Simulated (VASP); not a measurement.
# BN (F-43m) in VASP: settings compared, part 2 of 2

VASP 6.6.1.

## (5) Single point, r2SCAN

File POSCAR:

```
BN
1.0
    0.0000000000      1.8048254497      1.8048254497
    1.8048254497      0.0000000000      1.8048254497
    1.8048254497      1.8048254497      0.0000000000
B N
1 1
Direct
    0.0000000000      0.0000000000      0.0000000000
    0.2500000000      0.2500000000      0.2500000000
```

File INCAR.step1:

```
ALGO = Normal ; EDIFF = 1E-4
ENCUT = 520 ; GGA = PE
ISMEAR = 0 ; LASPH = True
LCHARG = False ; LREAL = False
LWAVE = True ; NBANDS = 11
NELM = 80 ; PREC = Accurate
SIGMA = 0.01
```

File INCAR.step2:

```
ALGO = Normal ; EDIFF = 1E-6
ENCUT = 520 ; ISIF = 2
ISMEAR = 0 ; ISTART = 1
LASPH = True ; LCHARG = False
LMIXTAU = True ; LREAL = False
LWAVE = False ; METAGGA = R2SCAN
NBANDS = 11 ; NELM = 80
PREC = Accurate ; SIGMA = 0.01
```

File KPOINTS:

```
k-points
0
Gamma
  10 10 10
```

Potentials or basis: VASP PAW PBE potentials, release 64 (B, N).

Command:

```bash
cat potpaw_PBE.64/B/POTCAR potpaw_PBE.64/N/POTCAR > POTCAR
cp INCAR.step1 INCAR
mpirun -np 1 vasp_std > vasp.out
cp INCAR.step2 INCAR
mpirun -np 1 vasp_std > vasp.out
```

OUTCAR:

```text
EDIFF = 1E-6
   ENCUT = 520
   ISIF = 2
   ISMEAR = 0
   ISTART = 1
   LASPH = True
   LREAL = False
   METAGGA = R2SCAN
   NELM = 80
   PREC = Accurate

 ion  position               nearest neighbor table
   1  0.000  0.000  0.000-   2 1.56   2 1.56   2 1.56   2 1.56
   2  0.250  0.250  0.250-   1 1.56   1 1.56   1 1.56   1 1.56

  LATTYP: Found a face centered cubic cell.
 ALAT       =     3.6096508994

  Lattice vectors:

 A1 = (   0.0000000000,   1.8048254497,   1.8048254497)
 A2 = (   1.8048254497,   0.0000000000,   1.8048254497)
 A3 = (   1.8048254497,   1.8048254497,   0.0000000000)

Analysis of symmetry for initial positions (statically):
[... 5 lines left out ...]
 face centered cubic supercell.

 Subroutine GETGRP returns: Found 24 space group operations
 (whereof 24 operations were pure point group operations)
 out of a pool of 48 trial point group operations.

The static configuration has the point symmetry T_d .

Analysis of symmetry for dynamics (positions and initial velocities):
[... 5 lines left out ...]
 face centered cubic supercell.

 Subroutine GETGRP returns: Found 24 space group operations
 (whereof 24 operations were pure point group operations)
 out of a pool of 48 trial point group operations.

The dynamic configuration has the point symmetry T_d .

 Subroutine INISYM returns: Found 24 space group operations
 (whereof 24 operations are pure point group operations),
 and found     1 'primitive' translations

----------------------------------------------------------------------------------------

                                     Primitive cell

  volume of cell :      11.7581

  direct lattice vectors                    reciprocal lattice vectors
     0.000000000  1.804825450  1.804825450    -0.277035101  0.277035101  0.277035101
     1.804825450  0.000000000  1.804825450     0.277035101 -0.277035101  0.277035101
     1.804825450  1.804825450  0.000000000     0.277035101  0.277035101 -0.277035101

  length of vectors
     2.552408629  2.552408629  2.552408629     0.479838870  0.479838870  0.479838870

  position of ions in fractional coordinates (direct lattice)
     0.000000000  0.000000000  0.000000000
     0.250000000  0.250000000  0.250000000

  ion indices of the primitive-cell ions
   primitive index   ion index
                 1           1
                 2           2

----------------------------------------------------------------------------------------

 KPOINTS: k-points

Automatic generation of k-mesh.
 Grid dimensions read from file:
 generate k-points for:   10   10   10

 Generating k-lattice:

  Cartesian coordinates                     Fractional coordinates (reciprocal lattice)
    -0.027703510  0.027703510  0.027703510     0.100000000  0.000000000  0.000000000
     0.027703510 -0.027703510  0.027703510     0.000000000  0.100000000  0.000000000
     0.027703510  0.027703510 -0.027703510     0.000000000  0.000000000  0.100000000

  Length of vectors
     0.047983887  0.047983887  0.047983887

  Shift w.r.t. Gamma in fractional coordinates (k-lattice)
     0.000000000  0.000000000  0.000000000

 Subroutine IBZKPT returns following result:
 ===========================================

 Found     47 irreducible k-points:

 Following reciprocal coordinates:
            Coordinates               Weight
  0.000000  0.000000  0.000000      1.000000
  0.100000  0.000000  0.000000      8.000000
  0.200000  0.000000  0.000000      8.000000
  0.300000  0.000000  0.000000      8.000000
  0.400000  0.000000  0.000000      8.000000
  0.500000  0.000000  0.000000      4.000000
[... 16 lines left out ...]
  0.300000  0.300000  0.000000      6.000000
  0.400000  0.300000  0.000000     24.000000
 [... further k-points ...]
   k-points           NKPTS =     47   k-points in BZ     NKDIM =     47   number of bands    NBANDS=     11
   number of dos      NEDOS =    301   number of ions     NIONS =      2
   total plane-waves  NPLWV =   8000
   dimension x,y,z NGX =    20 NGY =   20 NGZ =   20
   dimension x,y,z NGXF=    40 NGYF=   40 NGZF=   40
   ions per type =               1   1
   NGX,Y,Z   is equivalent  to a cutoff of  13.03, 13.03, 13.03 a.u.
   NGXF,Y,Z  is equivalent  to a cutoff of  26.05, 26.05, 26.05 a.u.
 SYSTEM =  unknown system
   PREC   = accura    normal or accurate (medium, high low for compatibility)
   ISTART =      1    job   : 0-new  1-cont  2-samecut
   ICHARG =      0    charge: 1-file 2-atom 10-const
   ISPIN  =      1    spin polarized calculation?
   LNONCOLLINEAR =      F non collinear calculations
   LSORBIT =      F    spin-orbit coupling
   LASPH  =      T    aspherical Exc in radial PAW
   ENCUT  =  520.0 eV  38.22 Ry    6.18 a.u.   4.75  4.75  4.75*2*pi/ulx,y,z
   NELM   =     80;   NELMIN=  2; NELMDL=  0     # of ELM steps
   EDIFF  = 0.1E-05   stopping-criterion for ELM
   LREAL  =      F    real-space projection
   EDIFFG = 0.1E-04   stopping-criterion for IOM
   NSW    =      0    number of steps for IOM
   IBRION =     -1    ionic relax: 0-MD 1-quasi-New 2-CG
[... 8 lines left out ...]
   EMIN   =  10.00;   EMAX   =-10.00  energy-range for DOS
   EFERMI =   0.00;   METHOD = LEGACY
   ISMEAR =     0;   SIGMA  =   0.01  broadening in eV -4-tet -1-fermi 0-gaus
   EFERMI_NEDOS =   21; number of points for ismear=-14 and -15
   IALGO  =     38    algorithm
   IMIX   =      4    mixing-type and parameters
     AMIX     =   0.40;   BMIX     =  1.00
     AMIX_MAG =   1.60;   BMIX_MAG =  1.00
  volume/ion in A,a.u.               =       5.88        39.67
  Fermi-wavevector in a.u.,A,eV,Ry     =   1.439880  2.720979 28.208337  2.073254
  Thomas-Fermi vector in A             =   2.558686
   LORBIT       =      0    0 simple, 1 ext, 2 COOP (PROOUT), +10 PAW based schemes
   METAGGA = R2SCAN    functional components
   LHFCALC =     F    Hartree Fock is set to
   AEXX    =    0.0000 exact exchange contribution
   IVDW    =     0    specifies the selected vdW correction
   LEPSILON=     F    determine dielectric tensor
   LRPA    =     F    only Hartree local field effects (RPA)
 non-spin polarized calculation
 Gauss-broadening in eV      SIGMA  =   0.01
  energy-cutoff  :      520.00
  volume of cell :       11.76
 maximum number of plane-waves:       332
   NGX =  9   NGY =  9   NGZ =  9

 number of electron       7.9999999 magnetization

 Free energy of the ion-electron system (eV)
  ---------------------------------------------------
  ext. energy  EPLUGINS =         0.00000000
  ---------------------------------------------------
  free energy    TOTEN  =       -19.17158672 eV

  energy without entropy =      -19.17158672  energy(sigma->0) =      -19.17158672

 E-fermi :   7.4556     XC(G=0): -13.6699

 val. band max:        7.2972067262   @ k =   0.0000   0.0000   0.0000
 cond. band min:      12.2788205393   @ k =   0.5000   0.5000   0.0000
 fundamental gap:      4.9816138131
 Fermi energy:         7.4556218982

 k-point     1 :       0.0000    0.0000    0.0000
  band No.  band energies     occupation
      1     -14.0457      2.00000
      2       7.2972      2.00000
      3       7.2972      2.00000
      4       7.2972      2.00000
      5      16.8453      0.00000
      6      16.8453      0.00000
      7      16.8453      0.00000
      8      18.4359      0.00000
      9      33.5174      0.00000
     10      36.0955      0.00000
     11      36.0955      0.00000

 k-point     2 :       0.1000    0.0000    0.0000
  band No.  band energies     occupation
      1     -13.7930      2.00000
      2       5.9674      2.00000
      3       7.0342      2.00000
      4       7.0342      2.00000
      5      17.1408      0.00000
      6      17.2507      0.00000
      7      17.2507      0.00000
      8      19.2682      0.00000
      9      33.2158      0.00000
     10      33.5686      0.00000
     11      33.5686      0.00000
[... 295 lines left out ...]
 k-point    24 :       0.4000    0.3000    0.0000
  band No.  band energies     occupation
      1     -10.1428      2.00000
      2       0.1588      2.00000
      3       2.5927      2.00000
      4       3.0478      2.00000
      5      13.9897      0.00000
      6      18.6260      0.00000
      7      23.9459      0.00000
      8      24.0626      0.00000
      9      28.3741      0.00000
     10      36.0651      0.00000
     11      40.5503      0.00000

 [... further k-points ...]
[... 5 lines left out ...]
  --------------------------------------------------------------------------------------
  -------------------------------------------------------------------------------------
  Total        0.0842093      0.0842093      0.0842093     -0.0000000      0.0000000      0.0000000
  in kB       11.4745308     11.4745308     11.4745308     -0.0000000      0.0000000      0.0000000
  external PRESSURE =      11.4745308 kB  Pullay stress =       0.0000000 kB

 VOLUME and BASIS-vectors are now :
 -----------------------------------------------------------------------------
  energy-cutoff  :      520.00
  volume of cell :       11.76
      direct lattice vectors                 reciprocal lattice vectors
     0.000000000  1.804825450  1.804825450    -0.277035101  0.277035101  0.277035101
     1.804825450  0.000000000  1.804825450     0.277035101 -0.277035101  0.277035101
     1.804825450  1.804825450  0.000000000     0.277035101  0.277035101 -0.277035101

 POSITION                                       TOTAL-FORCE (eV/Angst)
 -----------------------------------------------------------------------------------
      0.00000      0.00000      0.00000        -0.000000     -0.000000     -0.000000
      0.90241      0.90241      0.90241         0.000000      0.000000      0.000000
 -----------------------------------------------------------------------------------
    total drift:                                0.000000      0.000000      0.000000

  FREE ENERGIE OF THE ION-ELECTRON SYSTEM (eV)
  ---------------------------------------------------
  free  energy   TOTEN  =       -19.1715867193 eV

  energy  without entropy=      -19.1715867193  energy(sigma->0) =      -19.17158672
```

It took 16 s on 1 thread of Intel Xeon 6975P-C (Granite Rapids), shared host; peak memory 0.12 GiB.

Results:

```yaml
Free_energy: -19.1716 eV
Pressure: 1.1 GPa
Band_gap_on_the_k_mesh: 4.98 eV, indirect (least direct gap 9.55 eV)
```

Caveat: the PAW data sets were made with another functional, which shifts forces and pressure a little.

## (6) Single point, HSE06

POSCAR is that of step 5.

File INCAR.step1:

```
SYSTEM = BN
  ALGO = Normal
  EDIFF = 1E-5
  ENCUT = 520
  GGA = PE
  ISIF = 2
  ISMEAR = 0
  LASPH = .True.
  LCHARG = .False.
  LREAL = .False.
  LWAVE = .True.
  NBANDS = 11
  NELM = 100
  PREC = Accurate
  SIGMA = 0.01
```

File INCAR.step2:

```
SYSTEM = BN
  ALGO = Normal
  EDIFF = 1E-6
  ENCUT = 520
  GGA = PE
  HFSCREEN = 0.2079
  ISIF = 2
  ISMEAR = 0
  ISTART = 1
  LASPH = .True.
  LCHARG = .False.
  LHFCALC = .True.
  LREAL = .False.
  LWAVE = .False.
  NBANDS = 11
  NELM = 100
  PREC = Accurate
  PRECFOCK = Normal
  SIGMA = 0.01
```

File KPOINTS:

```
k-points
0
Gamma
  6 6 6
  0 0 0
```

Potentials or basis: VASP PAW PBE potentials, release 64 (B, N).

Command:

```bash
cat potpaw_PBE.64/B/POTCAR potpaw_PBE.64/N/POTCAR > POTCAR
cp INCAR.step1 INCAR
mpirun -np 1 vasp_std > vasp.out
cp INCAR.step2 INCAR
mpirun -np 1 vasp_std > vasp.out
```

OUTCAR:

```text
SYSTEM = BN
   EDIFF = 1E-6
   ENCUT = 520
   GGA = PE
   HFSCREEN = 0.2079
   ISIF = 2
   ISMEAR = 0
   ISTART = 1
   LASPH = .True.
   LHFCALC = .True.
   LREAL = .False.
   NELM = 100
   PREC = Accurate
   PRECFOCK = Normal

 ion  position               nearest neighbor table
   1  0.000  0.000  0.000-   2 1.56   2 1.56   2 1.56   2 1.56
   2  0.250  0.250  0.250-   1 1.56   1 1.56   1 1.56   1 1.56

  LATTYP: Found a face centered cubic cell.
 ALAT       =     3.6096508994

[... 409 lines left out ...]

------------------------ aborting loop because EDIFF is reached ----------------------------------------

  FORCE on cell =-STRESS in cart. coord.  units (eV):
  Direction    XX          YY          ZZ          XY          YZ          ZX
  --------------------------------------------------------------------------------------
  -------------------------------------------------------------------------------------
  Total       -0.2858251     -0.2858251     -0.2858251      0.0000000      0.0000000      0.0000000
  in kB      -38.9471154    -38.9471154    -38.9471154      0.0000000      0.0000000      0.0000000
  external PRESSURE =     -38.9471154 kB  Pullay stress =       0.0000000 kB

 VOLUME and BASIS-vectors are now :
 -----------------------------------------------------------------------------
  energy-cutoff  :      520.00
  volume of cell :       11.76
      direct lattice vectors                 reciprocal lattice vectors
     0.000000000  1.804825450  1.804825450    -0.277035101  0.277035101  0.277035101
     1.804825450  0.000000000  1.804825450     0.277035101 -0.277035101  0.277035101
     1.804825450  1.804825450  0.000000000     0.277035101  0.277035101 -0.277035101

 POSITION                                       TOTAL-FORCE (eV/Angst)
 -----------------------------------------------------------------------------------
      0.00000      0.00000      0.00000        -0.000000     -0.000000      0.000000
      0.90241      0.90241      0.90241         0.000000      0.000000     -0.000000
 -----------------------------------------------------------------------------------
    total drift:                               -0.000000     -0.000001     -0.000000

  FREE ENERGIE OF THE ION-ELECTRON SYSTEM (eV)
  ---------------------------------------------------
  free  energy   TOTEN  =       -20.3241586341 eV

  energy  without entropy=      -20.3241586341  energy(sigma->0) =      -20.32415863
```

OUTCAR.step1:

```text
SYSTEM = BN
   EDIFF = 1E-5
   ENCUT = 520
   GGA = PE
   ISIF = 2
   ISMEAR = 0
[... 435 lines left out ...]
      0.00000      0.00000      0.00000        -0.000000     -0.000000     -0.000000
      0.90241      0.90241      0.90241         0.000000      0.000000      0.000000
 -----------------------------------------------------------------------------------
    total drift:                                0.000000      0.000000      0.000000

  FREE ENERGIE OF THE ION-ELECTRON SYSTEM (eV)
  ---------------------------------------------------
  free  energy   TOTEN  =       -17.4444453195 eV

  energy  without entropy=      -17.4444453195  energy(sigma->0) =      -17.44444532
```

OSZICAR.step1:

```text
N       E                     dE             d eps       ncg     rms          rms(c)
DAV:   1     0.101315864114E+02    0.10132E+02   -0.49589E+03   360   0.719E+02
DAV:   2    -0.178842925737E+02   -0.28016E+02   -0.27354E+02   413   0.162E+02
DAV:   3    -0.184179025596E+02   -0.53361E+00   -0.53258E+00   415   0.199E+01
DAV:   4    -0.184185169813E+02   -0.61442E-03   -0.61442E-03   379   0.748E-01
DAV:   5    -0.184185175268E+02   -0.54556E-06   -0.54558E-06   403   0.215E-02    0.673E+00
DAV:   6    -0.175323657374E+02    0.88615E+00   -0.29388E+00   364   0.992E+00    0.329E+00
DAV:   7    -0.174586324209E+02    0.73733E-01   -0.10514E-01   382   0.267E+00    0.193E+00
DAV:   8    -0.174441685952E+02    0.14464E-01   -0.35764E-02   385   0.138E+00    0.195E-01
DAV:   9    -0.174443543234E+02   -0.18573E-03   -0.95198E-04   367   0.258E-01    0.832E-02
DAV:  10    -0.174444401015E+02   -0.85778E-04   -0.11974E-04   376   0.936E-02    0.151E-02
DAV:  11    -0.174444453195E+02   -0.52180E-05   -0.90146E-06   380   0.248E-02
   1 F= -.17444445E+02 E0= -.17444445E+02  d E =-.844000E-35
```

Wall time 5.3 min (1 thread of AMD EPYC 7R43 (Zen 3), shared host); peak memory 0.18 GiB.

What came out:

- Free energy: -20.3242 eV
- Pressure: -3.9 GPa
- Band gap on the k mesh: 5.78 eV, indirect (least direct gap 10.58 eV)

Levels at points of the mesh, in eV from the valence-band top:
```
           k point  band 1  band 2  band 3  band 4  band 5  band 6  band 7  band 8  band 9
(0.00, 0.00, 0.00)  -22.16    0.00    0.00    0.00   10.58   10.58   10.58   12.21   26.82
(0.50, 0.00, 0.00)  -17.61  -11.67   -2.11   -2.11   11.90   12.54   12.54   17.42   25.63
(0.50, 0.50, 0.00)  -16.12   -9.80   -5.34   -5.34    5.78   10.76   20.53   20.53   23.32
```

Caveat: the k points lie up to 0.50 Å⁻¹ apart; the PAW data sets were made with another functional, which shifts forces and pressure a little.

## (7) Overview

| level | k mesh | grid for exact exchange (PRECFOCK) | screening parameter | gap on the mesh (eV) | pressure (GPa) |
| --- | --- | --- | --- | --- | --- |
| PBE | 8 × 8 × 8 | - | - | 4.46 | 5.0 |
| PBE | 10 × 10 × 10 | - | - | 4.46 | 5.0 |
| r2SCAN | 10 × 10 × 10 | - | - | 4.98 | 1.1 |
| HSE06 | 6 × 6 × 6 | Normal | 0.2079 1/Å | 5.78 | -3.9 |

Alike in all rows: task single point; potentials or basis VASP PAW PBE potentials, release 64 (B, N); no spin polarisation; cell as given; cutoff (eV) 520; smearing gaussian 0.01 eV.

Caveats: some runs use coarse meshes; the PAW data sets were made with another functional, which shifts forces and pressure a little (some runs).

Absolute energies hang on the potentials; compare differences alone.
